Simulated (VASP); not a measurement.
# ZrO2 (Fm-3m) in VASP: single point with PBE

Aim: the single point of ZrO2 with PBE.

Program: VASP 6.6.1. These are calculated values, not measurements. Logs are shortened: lines on timing, memory, paths and dates and some standing lists are left out, and cuts for length are marked.

## Step 1: The cell of the first run

Symmetry: Fm-3m, No. 225, cubic system. Conventional cell: a = 5.090 Å, b = 5.090 Å, c = 5.090 Å, α = 90.00°, β = 90.00°, γ = 90.00°. Zr (site symmetry m-3m) has 8 O at 2.20 Å within 2.9 Å. Within 2.9 Å of O (site symmetry -43m) lie 4 Zr at 2.20 Å and 6 O at 2.55 Å.

## Step 2: Single point, PBE

INCAR

```
PREC = Accurate
ENCUT = 600
EDIFF = 1E-6
ISMEAR = 0
SIGMA = 0.01
LREAL = False
LASPH = True
NELM = 120
ALGO = Normal
ISIF = 2
LWAVE = False
LCHARG = False
GGA = PE
NBANDS = 19
GGA_COMPAT = False
```

KPOINTS

```
Automatic mesh
0
Gamma
  4 4 4
```

POSCAR

```
ZrO2
1.0
    0.0000000000      2.5450727058      2.5450727058
    2.5450727058      0.0000000000      2.5450727058
    2.5450727058      2.5450727058      0.0000000000
Zr O
1 2
Direct
    0.0000000000      0.0000000000      0.0000000000
    0.7500000000      0.7500000000      0.7500000000
    0.2500000000      0.2500000000      0.2500000000
```

Potentials or basis: VASP PAW PBE potentials, release 64 (Zr_sv, O).

Run with:

```console
> cat potpaw_PBE.64/Zr_sv/POTCAR potpaw_PBE.64/O/POTCAR > POTCAR
> mpirun -np 1 vasp_std > vasp.out
```

OUTCAR:

```text
PREC = Accurate
   ENCUT = 600
   EDIFF = 1E-6
   ISMEAR = 0
   LREAL = False
   LASPH = True
   NELM = 120
   ISIF = 2
   GGA = PE

 ion  position               nearest neighbor table
   1  0.000  0.000  0.000-   2 2.20   2 2.20   2 2.20   2 2.20   3 2.20   3 2.20   3 2.20   3 2.20

   2  0.750  0.750  0.750-   1 2.20   1 2.20   1 2.20   1 2.20
   3  0.250  0.250  0.250-   1 2.20   1 2.20   1 2.20   1 2.20

  LATTYP: Found a face centered cubic cell.
 ALAT       =     5.0901454116

  Lattice vectors:

 A1 = (   0.0000000000,   2.5450727058,   2.5450727058)
 A2 = (   2.5450727058,   0.0000000000,   2.5450727058)
 A3 = (   2.5450727058,   2.5450727058,   0.0000000000)

Analysis of symmetry for initial positions (statically):
=====================================================================
 Subroutine PRICEL returns:
 Original cell was already a primitive cell.

 Routine SETGRP: Setting up the symmetry group for a
 face centered cubic supercell.

 Subroutine GETGRP returns: Found 48 space group operations
 (whereof 48 operations were pure point group operations)
 out of a pool of 48 trial point group operations.

The static configuration has the point symmetry O_h .

Analysis of symmetry for dynamics (positions and initial velocities):
=====================================================================
 Subroutine PRICEL returns:
 Original cell was already a primitive cell.

 Routine SETGRP: Setting up the symmetry group for a
 face centered cubic supercell.

 Subroutine GETGRP returns: Found 48 space group operations
 (whereof 48 operations were pure point group operations)
 out of a pool of 48 trial point group operations.

The dynamic configuration has the point symmetry O_h .

 Subroutine INISYM returns: Found 48 space group operations
 (whereof 48 operations are pure point group operations),
 and found     1 'primitive' translations

----------------------------------------------------------------------------------------

                                     Primitive cell

  volume of cell :      32.9709

  direct lattice vectors                    reciprocal lattice vectors
     0.000000000  2.545072706  2.545072706    -0.196458042  0.196458042  0.196458042
     2.545072706  0.000000000  2.545072706     0.196458042 -0.196458042  0.196458042
     2.545072706  2.545072706  0.000000000     0.196458042  0.196458042 -0.196458042

  length of vectors
     3.599276338  3.599276338  3.599276338     0.340275310  0.340275310  0.340275310

  position of ions in fractional coordinates (direct lattice)
     0.000000000  0.000000000  0.000000000
     0.750000000  0.750000000  0.750000000
     0.250000000  0.250000000  0.250000000

  ion indices of the primitive-cell ions
   primitive index   ion index
                 1           1
                 2           2
                 3           3

----------------------------------------------------------------------------------------

 KPOINTS: Automatic mesh

Automatic generation of k-mesh.
 Grid dimensions read from file:
 generate k-points for:    4    4    4

 Generating k-lattice:

  Cartesian coordinates                     Fractional coordinates (reciprocal lattice)
    -0.049114510  0.049114510  0.049114510     0.250000000  0.000000000  0.000000000
     0.049114510 -0.049114510  0.049114510     0.000000000  0.250000000  0.000000000
     0.049114510  0.049114510 -0.049114510     0.000000000  0.000000000  0.250000000

  Length of vectors
     0.085068827  0.085068827  0.085068827

  Shift w.r.t. Gamma in fractional coordinates (k-lattice)
     0.000000000  0.000000000  0.000000000

 Subroutine IBZKPT returns following result:
 ===========================================

 Found      8 irreducible k-points:

 Following reciprocal coordinates:
            Coordinates               Weight
  0.000000  0.000000  0.000000      1.000000
  0.250000  0.000000  0.000000      8.000000
  0.500000  0.000000  0.000000      4.000000
  0.250000  0.250000  0.000000      6.000000
  0.500000  0.250000  0.000000     24.000000
 -0.250000  0.250000  0.000000     12.000000
  0.500000  0.500000  0.000000      3.000000
 -0.250000  0.500000  0.250000      6.000000
   k-points           NKPTS =      8   k-points in BZ     NKDIM =      8   number of bands    NBANDS=     19
   number of dos      NEDOS =    301   number of ions     NIONS =      3
   total plane-waves  NPLWV =  27000
   dimension x,y,z NGX =    30 NGY =   30 NGZ =   30
   dimension x,y,z NGXF=    60 NGYF=   60 NGZF=   60
   ions per type =               1   2
   NGX,Y,Z   is equivalent  to a cutoff of  13.86, 13.86, 13.86 a.u.
   NGXF,Y,Z  is equivalent  to a cutoff of  27.71, 27.71, 27.71 a.u.
 SYSTEM =  unknown system
   PREC   = accura    normal or accurate (medium, high low for compatibility)
   ISTART =      0    job   : 0-new  1-cont  2-samecut
   ICHARG =      2    charge: 1-file 2-atom 10-const
   ISPIN  =      1    spin polarized calculation?
   LNONCOLLINEAR =      F non collinear calculations
   LSORBIT =      F    spin-orbit coupling
   LASPH  =      T    aspherical Exc in radial PAW
   ENCUT  =  600.0 eV  44.10 Ry    6.64 a.u.   7.19  7.19  7.19*2*pi/ulx,y,z
   NELM   =    120;   NELMIN=  2; NELMDL= -5     # of ELM steps
   EDIFF  = 0.1E-05   stopping-criterion for ELM
   LREAL  =      F    real-space projection
   EDIFFG = 0.1E-04   stopping-criterion for IOM
   NSW    =      0    number of steps for IOM
   IBRION =     -1    ionic relax: 0-MD 1-quasi-New 2-CG
   NFREE  =      0    steps in history (QN), initial steepest desc. (CG)
   ISIF   =      2    stress and relaxation
   ISYM   =      2    0-nonsym 1-usesym 2-fastsym
   POTIM  = 0.5000    time-step for ionic-motion
   TEBEG  =    0.0;   TEEND  =   0.0 temperature during run
   PSTRESS=    0.0 pullay stress
   NELECT =      24.0000    total number of electrons
   NUPDOWN=      -1.0000    fix difference up-down
   EMIN   =  10.00;   EMAX   =-10.00  energy-range for DOS
   EFERMI =   0.00;   METHOD = LEGACY
   ISMEAR =     0;   SIGMA  =   0.01  broadening in eV -4-tet -1-fermi 0-gaus
   EFERMI_NEDOS =   21; number of points for ismear=-14 and -15
   IALGO  =     38    algorithm
   IMIX   =      4    mixing-type and parameters
     AMIX     =   0.40;   BMIX     =  1.00
     AMIX_MAG =   1.60;   BMIX_MAG =  1.00
  volume/ion in A,a.u.               =      10.99        74.17
  Fermi-wavevector in a.u.,A,eV,Ry     =   1.472657  2.782919 29.507224  2.168720
  Thomas-Fermi vector in A             =   2.587645
   LORBIT       =      0    0 simple, 1 ext, 2 COOP (PROOUT), +10 PAW based schemes
   GGA     = PE    functional components
   LHFCALC =     F    Hartree Fock is set to
   AEXX    =    0.0000 exact exchange contribution
   IVDW    =     0    specifies the selected vdW correction
   LEPSILON=     F    determine dielectric tensor
   LRPA    =     F    only Hartree local field effects (RPA)
 non-spin polarized calculation
 Gauss-broadening in eV      SIGMA  =   0.01
  energy-cutoff  :      600.00
  volume of cell :       32.97
 maximum number of plane-waves:      1124
 NGX is ok and might be reduce to    30
   NGX = 15   NGY = 15   NGZ = 15

 number of electron      23.9999995 magnetization

 Free energy of the ion-electron system (eV)
  ---------------------------------------------------
  ext. energy  EPLUGINS =         0.00000000
  ---------------------------------------------------
  free energy    TOTEN  =       -28.56554213 eV

  energy without entropy =      -28.56554213  energy(sigma->0) =      -28.56554213

 E-fermi :   7.4158     XC(G=0): -11.7821

 val. band max:        7.2207190485   @ k =   0.5000   0.5000   0.0000
 cond. band min:      10.5743723858   @ k =   0.0000   0.0000   0.0000
 fundamental gap:      3.3536533373
 Fermi energy:         7.4158312376

 k-point     1 :       0.0000    0.0000    0.0000
  band No.  band energies     occupation
      1     -40.8677      2.00000
      2     -18.6880      2.00000
      3     -18.6880      2.00000
      4     -18.6880      2.00000
      5     -10.9746      2.00000
      6      -8.4181      2.00000
[... 11 lines left out ...]
     18      16.5864      0.00000
     19      21.6061      0.00000

 k-point     2 :       0.2500    0.0000    0.0000
  band No.  band energies     occupation
      1     -40.8444      2.00000
      2     -19.0501      2.00000
      3     -18.7231      2.00000
      4     -18.7231      2.00000
      5     -10.2921      2.00000
      6      -8.8529      2.00000
[... 11 lines left out ...]
     18      16.3076      0.00000
     19      20.5848      0.00000

 k-point     3 :       0.5000    0.0000    0.0000
  band No.  band energies     occupation
      1     -40.8209      2.00000
      2     -19.3704      2.00000
      3     -18.7578      2.00000
      4     -18.7578      2.00000
      5     -10.0154      2.00000
      6      -8.7738      2.00000
[... 11 lines left out ...]
     18      16.2598      0.00000
     19      21.2270      0.00000

 k-point     4 :       0.2500    0.2500    0.0000
  band No.  band energies     occupation
      1     -40.8367      2.00000
      2     -19.0858      2.00000
      3     -18.7756      2.00000
      4     -18.7756      2.00000
      5      -9.9577      2.00000
      6      -9.0849      2.00000
[... 11 lines left out ...]
     18      15.8562      0.00000
     19      21.7415      0.00000

 k-point     5 :       0.5000    0.2500    0.0000
  band No.  band energies     occupation
      1     -40.8132      2.00000
      2     -19.2832      2.00000
      3     -18.9434      2.00000
      4     -18.8102      2.00000
      5      -9.5407      2.00000
      6      -9.0909      2.00000
[... 11 lines left out ...]
     18      18.1477      0.00000
     19      21.7917      0.00000

 k-point     6 :      -0.2500    0.2500    0.0000
  band No.  band energies     occupation
      1     -40.8210      2.00000
      2     -19.1815      2.00000
      3     -18.9699      2.00000
      4     -18.7583      2.00000
      5      -9.6190      2.00000
      6      -9.1549      2.00000
[... 11 lines left out ...]
     18      17.8625      0.00000
     19      21.6036      0.00000

 k-point     7 :       0.5000    0.5000    0.0000
  band No.  band energies     occupation
      1     -40.8055      2.00000
      2     -19.4252      2.00000
      3     -18.8619      2.00000
      4     -18.8619      2.00000
      5      -9.6304      2.00000
      6      -8.8591      2.00000
[... 11 lines left out ...]
     18      20.6850      0.00000
     19      20.8812      0.00000

 k-point     8 :      -0.2500    0.5000    0.2500
  band No.  band energies     occupation
      1     -40.8055      2.00000
      2     -19.1555      2.00000
      3     -19.1555      2.00000
      4     -18.8658      2.00000
      5      -9.2287      2.00000
      6      -9.2287      2.00000
[... 11 lines left out ...]
     18      19.5519      0.00000
     19      23.1759      0.00000

------------------------ aborting loop because EDIFF is reached ----------------------------------------

  FORCE on cell =-STRESS in cart. coord.  units (eV):
  Direction    XX          YY          ZZ          XY          YZ          ZX
  --------------------------------------------------------------------------------------
  -------------------------------------------------------------------------------------
  Total        0.7748678      0.7748678      0.7748678      0.0000000      0.0000000     -0.0000000
  in kB       37.6536946     37.6536946     37.6536946      0.0000000      0.0000000     -0.0000000
  external PRESSURE =      37.6536946 kB  Pullay stress =       0.0000000 kB

 VOLUME and BASIS-vectors are now :
 -----------------------------------------------------------------------------
  energy-cutoff  :      600.00
  volume of cell :       32.97
      direct lattice vectors                 reciprocal lattice vectors
     0.000000000  2.545072706  2.545072706    -0.196458042  0.196458042  0.196458042
     2.545072706  0.000000000  2.545072706     0.196458042 -0.196458042  0.196458042
     2.545072706  2.545072706  0.000000000     0.196458042  0.196458042 -0.196458042

 POSITION                                       TOTAL-FORCE (eV/Angst)
 -----------------------------------------------------------------------------------
      0.00000      0.00000      0.00000        -0.000000     -0.000000      0.000000
      3.81761      3.81761      3.81761        -0.000000     -0.000000     -0.000000
      1.27254      1.27254      1.27254         0.000000      0.000000      0.000000
 -----------------------------------------------------------------------------------
    total drift:                                0.000000     -0.000000      0.000000

  FREE ENERGIE OF THE ION-ELECTRON SYSTEM (eV)
  ---------------------------------------------------
  free  energy   TOTEN  =       -28.5655421291 eV

  energy  without entropy=      -28.5655421291  energy(sigma->0) =      -28.56554213
```

Wall time 22 s (1 thread of Intel Xeon 8259CL, shared host); peak memory 0.17 GiB.

Results:

| Quantity | Value |
| --- | --- |
| Free energy | -28.5655 eV |
| Pressure | 3.8 GPa |
| Band gap on the k mesh | 3.35 eV, indirect (least direct gap 3.80 eV) |

Caveat: the k points lie up to 0.53 Å⁻¹ apart. A k mesh can miss the band edges.
